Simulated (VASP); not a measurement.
# Be2Si (Fm-3m) in VASP: a series of runs

Be2Si is run at these levels: r2SCAN; tasks: single point.

All numbers are computed with VASP 6.6.1; they aren't measurements. Logs are shortened: lines on timing, memory, paths and dates and some standing lists are left out, and cuts for length are marked.

## (1) The cell of the first run

It takes space group Fm-3m (No. 225, cubic). Conventional cell: a = 5.283 Å, b = 5.283 Å, c = 5.283 Å, α = 90.00°, β = 90.00°, γ = 90.00°. Within 3.0 Å of Si (site symmetry m-3m) lie 8 Be at 2.29 Å. Be (site symmetry -43m) has 4 Si at 2.29 Å and 6 Be at 2.64 Å within 3.0 Å.

## (2) Single point, r2SCAN

POSCAR

```
Be2Si
1.0
    0.0000000000      2.6413830409      2.6413830409
    2.6413830409      0.0000000000      2.6413830409
    2.6413830409      2.6413830409      0.0000000000
Si Be
1 2
Direct
    0.0000000000      0.0000000000      0.0000000000
    0.2500000000      0.2500000000      0.2500000000
    0.7500000000      0.7500000000      0.7500000000
```

INCAR.step1

```
SYSTEM = Be2Si
ALGO = Normal
EDIFF = 1E-4
ENCUT = 520
GGA = PE
ISMEAR = -1
LASPH = .True.
LCHARG = .False.
LREAL = .False.
LWAVE = .True.
NBANDS = 11
NELM = 100
PREC = Accurate
SIGMA = 0.02
```

INCAR.step2

```
SYSTEM = Be2Si
ALGO = Normal
EDIFF = 1E-6
ENCUT = 520
ISIF = 2
ISMEAR = -1
ISTART = 1
LASPH = .True.
LCHARG = .False.
LMIXTAU = .True.
LREAL = .False.
LWAVE = .False.
METAGGA = R2SCAN
NBANDS = 11
NELM = 100
PREC = Accurate
SIGMA = 0.02
```

KPOINTS

```
k-points
0
Gamma
  6 6 6
  0 0 0
```

Potentials or basis: VASP PAW PBE potentials, release 64 (Si, Be).

Started as:

```
cat potpaw_PBE.64/Si/POTCAR potpaw_PBE.64/Be/POTCAR > POTCAR
cp INCAR.step1 INCAR
mpirun -np 1 vasp_std > vasp.out
cp INCAR.step2 INCAR
mpirun -np 1 vasp_std > vasp.out
```

OUTCAR:

```text
SYSTEM = Be2Si
   EDIFF = 1E-6
   ENCUT = 520
   ISIF = 2
   ISMEAR = -1
   ISTART = 1
   LASPH = .True.
   LREAL = .False.
   METAGGA = R2SCAN
   NELM = 100
   PREC = Accurate

 ion  position               nearest neighbor table
   1  0.000  0.000  0.000-   3 2.29   3 2.29   3 2.29   2 2.29   3 2.29   2 2.29   2 2.29   2 2.29

   2  0.250  0.250  0.250-   1 2.29   1 2.29   1 2.29   1 2.29
   3  0.750  0.750  0.750-   1 2.29   1 2.29   1 2.29   1 2.29

  LATTYP: Found a face centered cubic cell.
 ALAT       =     5.2827660818

  Lattice vectors:

 A1 = (   0.0000000000,   2.6413830409,   2.6413830409)
 A2 = (   2.6413830409,   0.0000000000,   2.6413830409)
 A3 = (   2.6413830409,   2.6413830409,   0.0000000000)

Analysis of symmetry for initial positions (statically):
=====================================================================
 Subroutine PRICEL returns:
 Original cell was already a primitive cell.

 Routine SETGRP: Setting up the symmetry group for a
 face centered cubic supercell.

 Subroutine GETGRP returns: Found 48 space group operations
 (whereof 48 operations were pure point group operations)
 out of a pool of 48 trial point group operations.

The static configuration has the point symmetry O_h .

Analysis of symmetry for dynamics (positions and initial velocities):
=====================================================================
 Subroutine PRICEL returns:
 Original cell was already a primitive cell.

 Routine SETGRP: Setting up the symmetry group for a
 face centered cubic supercell.

 Subroutine GETGRP returns: Found 48 space group operations
 (whereof 48 operations were pure point group operations)
 out of a pool of 48 trial point group operations.

The dynamic configuration has the point symmetry O_h .

 Subroutine INISYM returns: Found 48 space group operations
 (whereof 48 operations are pure point group operations),
 and found     1 'primitive' translations

----------------------------------------------------------------------------------------

                                     Primitive cell

  volume of cell :      36.8574

  direct lattice vectors                    reciprocal lattice vectors
     0.000000000  2.641383041  2.641383041    -0.189294772  0.189294772  0.189294772
     2.641383041  0.000000000  2.641383041     0.189294772 -0.189294772  0.189294772
     2.641383041  2.641383041  0.000000000     0.189294772  0.189294772 -0.189294772

  length of vectors
     3.735479720  3.735479720  3.735479720     0.327868162  0.327868162  0.327868162

  position of ions in fractional coordinates (direct lattice)
     0.000000000  0.000000000  0.000000000
     0.250000000  0.250000000  0.250000000
     0.750000000  0.750000000  0.750000000

  ion indices of the primitive-cell ions
   primitive index   ion index
                 1           1
                 2           2
                 3           3

----------------------------------------------------------------------------------------

 KPOINTS: k-points

Automatic generation of k-mesh.
 Grid dimensions read from file:
 generate k-points for:    6    6    6

 Generating k-lattice:

  Cartesian coordinates                     Fractional coordinates (reciprocal lattice)
    -0.031549129  0.031549129  0.031549129     0.166666667  0.000000000  0.000000000
     0.031549129 -0.031549129  0.031549129     0.000000000  0.166666667  0.000000000
     0.031549129  0.031549129 -0.031549129     0.000000000  0.000000000  0.166666667

  Length of vectors
     0.054644694  0.054644694  0.054644694

  Shift w.r.t. Gamma in fractional coordinates (k-lattice)
     0.000000000  0.000000000  0.000000000

 Subroutine IBZKPT returns following result:
 ===========================================

 Found     16 irreducible k-points:

 Following reciprocal coordinates:
            Coordinates               Weight
  0.000000  0.000000  0.000000      1.000000
  0.166667  0.000000  0.000000      8.000000
  0.333333  0.000000  0.000000      8.000000
  0.500000  0.000000  0.000000      4.000000
  0.166667  0.166667  0.000000      6.000000
  0.333333  0.166667  0.000000     24.000000
[... 8 lines left out ...]
 -0.333333  0.333333  0.166667     24.000000
 -0.333333  0.500000  0.166667     12.000000
   k-points           NKPTS =     16   k-points in BZ     NKDIM =     16   number of bands    NBANDS=     11
   number of dos      NEDOS =    301   number of ions     NIONS =      3
   total plane-waves  NPLWV =  21952
   dimension x,y,z NGX =    28 NGY =   28 NGZ =   28
   dimension x,y,z NGXF=    56 NGYF=   56 NGZF=   56
   ions per type =               1   2
   NGX,Y,Z   is equivalent  to a cutoff of  12.46, 12.46, 12.46 a.u.
   NGXF,Y,Z  is equivalent  to a cutoff of  24.92, 24.92, 24.92 a.u.
 SYSTEM =  Be2Si
   PREC   = accura    normal or accurate (medium, high low for compatibility)
   ISTART =      1    job   : 0-new  1-cont  2-samecut
   ICHARG =      0    charge: 1-file 2-atom 10-const
   ISPIN  =      1    spin polarized calculation?
   LNONCOLLINEAR =      F non collinear calculations
   LSORBIT =      F    spin-orbit coupling
   LASPH  =      T    aspherical Exc in radial PAW
   ENCUT  =  520.0 eV  38.22 Ry    6.18 a.u.   6.95  6.95  6.95*2*pi/ulx,y,z
   NELM   =    100;   NELMIN=  2; NELMDL=  0     # of ELM steps
   EDIFF  = 0.1E-05   stopping-criterion for ELM
   LREAL  =      F    real-space projection
   EDIFFG = 0.1E-04   stopping-criterion for IOM
   NSW    =      0    number of steps for IOM
   IBRION =     -1    ionic relax: 0-MD 1-quasi-New 2-CG
   NFREE  =      0    steps in history (QN), initial steepest desc. (CG)
   ISIF   =      2    stress and relaxation
   ISYM   =      2    0-nonsym 1-usesym 2-fastsym
   POTIM  = 0.5000    time-step for ionic-motion
   TEBEG  =    0.0;   TEEND  =   0.0 temperature during run
   PSTRESS=    0.0 pullay stress
   NELECT =       8.0000    total number of electrons
   NUPDOWN=      -1.0000    fix difference up-down
   EMIN   =  10.00;   EMAX   =-10.00  energy-range for DOS
   EFERMI =   0.00;   METHOD = LEGACY
   ISMEAR =    -1;   SIGMA  =   0.02  broadening in eV -4-tet -1-fermi 0-gaus
   EFERMI_NEDOS =   21; number of points for ismear=-14 and -15
   IALGO  =     38    algorithm
   IMIX   =      4    mixing-type and parameters
     AMIX     =   0.40;   BMIX     =  1.00
     AMIX_MAG =   1.60;   BMIX_MAG =  1.00
  volume/ion in A,a.u.               =      12.29        82.91
  Fermi-wavevector in a.u.,A,eV,Ry     =   0.983853  1.859212 13.169980  0.967966
  Thomas-Fermi vector in A             =   2.115042
   LORBIT       =      0    0 simple, 1 ext, 2 COOP (PROOUT), +10 PAW based schemes
   METAGGA = R2SCAN    functional components
   LHFCALC =     F    Hartree Fock is set to
   AEXX    =    0.0000 exact exchange contribution
   IVDW    =     0    specifies the selected vdW correction
   LEPSILON=     F    determine dielectric tensor
   LRPA    =     F    only Hartree local field effects (RPA)
 non-spin polarized calculation
  energy-cutoff  :      520.00
  volume of cell :       36.86
 maximum number of plane-waves:      1018
   NGX = 13   NGY = 13   NGZ = 13

 number of electron       8.0000000 magnetization

 Free energy of the ion-electron system (eV)
  ---------------------------------------------------
  ext. energy  EPLUGINS =         0.00000000
  ---------------------------------------------------
  free energy    TOTEN  =       -16.68554147 eV

  energy without entropy =      -16.68538482  energy(sigma->0) =      -16.68546315

 E-fermi :   6.5792     XC(G=0): -10.4626

 val. band max:        6.5088891289   @ k =   0.5000   0.5000   0.0000
 cond. band min:       6.6636601834   @ k =   0.3333   0.3333   0.0000
 fundamental gap:      0.1547710545
 Fermi energy:         6.5791978291

 k-point     1 :       0.0000    0.0000    0.0000
  band No.  band energies     occupation
      1      -6.0328      2.00000
      2       7.2305      0.00000
      3       7.2305      0.00000
      4       7.2305      0.00000
      5       7.5555      0.00000
      6       7.5555      0.00000
      7       7.5555      0.00000
      8      13.5461      0.00000
      9      14.7974      0.00000
     10      14.9037      0.00000
     11      14.9037      0.00000

 k-point     2 :       0.1667    0.0000    0.0000
  band No.  band energies     occupation
      1      -5.6496      2.00000
      2       4.0172      2.00000
      3       6.1436      2.00000
      4       6.1436      2.00000
      5       8.6898      0.00000
      6       8.6898      0.00000
      7       9.2472      0.00000
      8      13.1700      0.00000
      9      13.1700      0.00000
     10      13.9211      0.00000
     11      15.1789      0.00000

 k-point     3 :       0.3333    0.0000    0.0000
  band No.  band energies     occupation
      1      -4.5525      2.00000
      2       0.7856      2.00000
      3       5.4655      2.00000
      4       5.4655      2.00000
      5       8.5283      0.00000
      6       8.5283      0.00000
      7       9.5464      0.00000
      8      13.7786      0.00000
      9      14.4903      0.00000
     10      14.4903      0.00000
     11      16.6968      0.00000
[... 155 lines left out ...]
 k-point    15 :      -0.3333    0.3333    0.1667
  band No.  band energies     occupation
      1      -2.6198      2.00000
      2      -0.1009      2.00000
      3       1.7725      2.00000
      4       2.7103      2.00000
      5       9.4538      0.00000
      6       9.6357      0.00000
      7      12.9556      0.00000
      8      13.2940      0.00000
      9      14.0291      0.00000
     10      16.9505      0.00000
     11      18.9877      0.00000

 k-point    16 :      -0.3333    0.5000    0.1667
  band No.  band energies     occupation
      1      -2.2302      2.00000
      2       0.2910      2.00000
      3       1.5146      2.00000
      4       1.6767      2.00000
      5       8.5151      0.00000
      6       9.6667      0.00000
      7      12.3113      0.00000
      8      14.4551      0.00000
      9      15.4107      0.00000
     10      18.0157      0.00000
     11      19.8133      0.00000

------------------------ aborting loop because EDIFF is reached ----------------------------------------

  FORCE on cell =-STRESS in cart. coord.  units (eV):
  Direction    XX          YY          ZZ          XY          YZ          ZX
  --------------------------------------------------------------------------------------
  -------------------------------------------------------------------------------------
  Total        0.0257747      0.0257747      0.0257747     -0.0000000      0.0000000     -0.0000000
  in kB        1.1204193      1.1204193      1.1204193     -0.0000000      0.0000000     -0.0000000
  external PRESSURE =       1.1204193 kB  Pullay stress =       0.0000000 kB

 VOLUME and BASIS-vectors are now :
 -----------------------------------------------------------------------------
  energy-cutoff  :      520.00
  volume of cell :       36.86
      direct lattice vectors                 reciprocal lattice vectors
     0.000000000  2.641383041  2.641383041    -0.189294772  0.189294772  0.189294772
     2.641383041  0.000000000  2.641383041     0.189294772 -0.189294772  0.189294772
     2.641383041  2.641383041  0.000000000     0.189294772  0.189294772 -0.189294772

 POSITION                                       TOTAL-FORCE (eV/Angst)
 -----------------------------------------------------------------------------------
      0.00000      0.00000      0.00000        -0.000000     -0.000000      0.000000
      1.32069      1.32069      1.32069        -0.000000     -0.000000     -0.000000
      3.96207      3.96207      3.96207         0.000000      0.000000      0.000000
 -----------------------------------------------------------------------------------
    total drift:                               -0.000000     -0.000000     -0.000000

  FREE ENERGIE OF THE ION-ELECTRON SYSTEM (eV)
  ---------------------------------------------------
  free  energy   TOTEN  =       -16.6855414710 eV

  energy  without entropy=      -16.6853848197  energy(sigma->0) =      -16.68546315
```

It took 57 s on 1 thread of AMD EPYC 7R13, shared host; peak memory 0.12 GiB.

What came out:

```
Free energy            : -16.6855 eV
Pressure               : 0.1 GPa
Band gap on the k mesh : zero (bands 4 and 5 overlap by 0.72 eV)
```

Levels at points of the mesh, in eV from the Fermi level:
| k point | band 1 | band 2 | band 3 | band 4 | band 5 | band 6 | band 7 | band 8 |
| --- | --- | --- | --- | --- | --- | --- | --- | --- |
| (0.00, 0.00, 0.00) | -12.61 | 0.65 | 0.65 | 0.65 | 0.98 | 0.98 | 0.98 | 6.97 |
| (0.50, 0.00, 0.00) | -10.02 | -7.65 | -1.30 | -1.30 | 1.55 | 1.55 | 2.97 | 7.07 |
| (0.50, 0.50, 0.00) | -9.00 | -6.73 | -3.97 | -3.97 | -0.07 | 0.69 | 8.58 | 8.58 |

Caveat: the PAW data sets were made with another functional, which shifts forces and pressure a little.

## (3) Single point, r2SCAN

POSCAR is that of step 2.

INCAR.step1

```
ALGO = Normal ; EDIFF = 1E-4
ENCUT = 520 ; GGA = PE
ISMEAR = 0 ; LASPH = True
LCHARG = False ; LREAL = False
LWAVE = True ; NBANDS = 11
NELM = 100 ; PREC = Accurate
SIGMA = 0.05
```

INCAR.step2

```
ALGO = Normal ; EDIFF = 1E-6
ENCUT = 520 ; ISIF = 2
ISMEAR = 0 ; ISTART = 1
LASPH = True ; LCHARG = True
LELF = True ; LMIXTAU = True
LREAL = False ; LVHAR = True
LWAVE = False ; METAGGA = R2SCAN
NBANDS = 11 ; NELM = 100
PREC = Accurate ; SIGMA = 0.05
```

KPOINTS

```
k-points
0
Gamma
  6 6 6
```

Potentials or basis: VASP PAW PBE potentials, release 64 (Si, Be).

Started as:

```
cat potpaw_PBE.64/Si/POTCAR potpaw_PBE.64/Be/POTCAR > POTCAR
cp INCAR.step1 INCAR
mpirun -np 1 vasp_std > vasp.out
cp INCAR.step2 INCAR
mpirun -np 1 vasp_std > vasp.out
```

Wall time 66 s (1 thread of AMD EPYC 7R13, shared host); peak memory 0.12 GiB.

The run converged. Its results:

```yaml
Free_energy: -16.6855 eV
Pressure: 0.1 GPa
Band_gap_on_the_k_mesh: zero (bands 4 and 5 overlap by 0.72 eV)
```

Levels at points of the mesh, in eV from the Fermi level:
| k point | band 1 | band 2 | band 3 | band 4 | band 5 | band 6 | band 7 | band 8 | band 9 |
| --- | --- | --- | --- | --- | --- | --- | --- | --- | --- |
| (0.00, 0.00, 0.00) | -12.61 | 0.65 | 0.65 | 0.65 | 0.97 | 0.97 | 0.97 | 6.96 | 8.22 |
| (0.50, 0.00, 0.00) | -10.03 | -7.65 | -1.31 | -1.31 | 1.55 | 1.55 | 2.97 | 7.07 | 11.28 |
| (0.50, 0.50, 0.00) | -9.00 | -6.73 | -3.97 | -3.97 | -0.07 | 0.69 | 8.58 | 8.58 | 12.15 |

Caveat: the PAW data sets were made with another functional, which shifts forces and pressure a little.
